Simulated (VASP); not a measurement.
A run of VASP 6.6.1:

POSCAR

```
BN
1.0
    0.0000000000      1.7532750000      1.8075000000
    1.7532750000      0.0000000000      1.8075000000
    1.7532750000      1.7532750000      0.0000000000
B N
1 1
Direct
    0.0000000000      0.0000000000      0.0000000000
    0.2500000000      0.2500000000      0.2500000000
```

File INCAR.step1:

```
SYSTEM = BN
PREC     = Accurate       ! precision mode
ENCUT    = 520            ! plane-wave cutoff, eV
ISMEAR   = 0              ! smearing method
SIGMA    = 0.05           ! smearing width, eV
LREAL    = .FALSE.        ! projectors in reciprocal space
LASPH    = .TRUE.         ! aspherical terms in the spheres
NELM     = 80             ! most SCF steps
NBANDS   = 11             ! bands
GGA      = PE             ! functional
ALGO     = Normal         ! electronic algorithm
EDIFF    = 1E-4           ! SCF threshold, eV
LWAVE    = .TRUE.         ! write WAVECAR
LCHARG   = .FALSE.        ! write CHGCAR
```

INCAR.step2

```
SYSTEM = BN
PREC     = Accurate       ! precision mode
ENCUT    = 520            ! plane-wave cutoff, eV
EDIFF    = 1E-6           ! SCF threshold, eV
ISMEAR   = 0              ! smearing method
SIGMA    = 0.05           ! smearing width, eV
LREAL    = .FALSE.        ! projectors in reciprocal space
LASPH    = .TRUE.         ! aspherical terms in the spheres
NELM     = 80             ! most SCF steps
ALGO     = Normal         ! electronic algorithm
ISIF     = 2              ! what is computed and relaxed
LWAVE    = .FALSE.        ! write WAVECAR
LCHARG   = .FALSE.        ! write CHGCAR
METAGGA  = R2SCAN         ! meta-GGA
LMIXTAU  = .TRUE.       
NBANDS   = 11             ! bands
ISTART   = 1
```

File KPOINTS:

```
regular mesh
0
G
  10 10 10
  0 0 0
```

Potentials or basis: VASP PAW PBE potentials, release 64 (B, N).

Launch:

```sh
$ cat potpaw_PBE.64/B/POTCAR potpaw_PBE.64/N/POTCAR > POTCAR
$ cp INCAR.step1 INCAR
$ mpirun -np 1 vasp_std > vasp.out
$ cp INCAR.step2 INCAR
$ mpirun -np 1 vasp_std > vasp.out
```

Hardware: 1 thread of AMD EPYC 7R13 (shared host).

Task: How long does it take, and how much memory?

Result: Wall time 120 s on 1 thread of AMD EPYC 7R13, with other jobs on the host, peak memory 0.1 GiB. Counts: k points 102.
